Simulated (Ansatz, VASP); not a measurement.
# SnO2 in VASP and in Ansatz

```xyz
3
Lattice="1.6171 0.9336 4.8006 -1.6171 0.9336 4.8006 0.0000 -1.8673 4.8006" Properties=species:S:1:pos:R:3 pbc="T T T"
Sn    0.0000    0.0000    7.2009
O     0.0000    0.0000    3.4157
O     0.0000    0.0000   10.9861
```

Alike in both runs: task single point; functional LDA; k mesh 4 × 4 × 4; no spin polarisation.

```csv
,VASP,Ansatz
version,VASP 6.6.1,Ansatz 0.2.0
potentials or method,"VASP PAW LDA potentials, release 64 (Sn_d, O), cutoff 600 eV","plane waves, PAW"
occupations,"gaussian, width 0.01 eV",fixed
valence electrons in the cell,26,26
```

```csv
,VASP,Ansatz,Ansatz less VASP
gap on the k mesh at the Fermi level (eV),1.79,1.79,+0.002
```

LDA's correlation is that of Perdew and Zunger in VASP and of Perdew and Wang (1992) in Ansatz.

The k mesh is coarse, so the values compare programs but aren't converged.
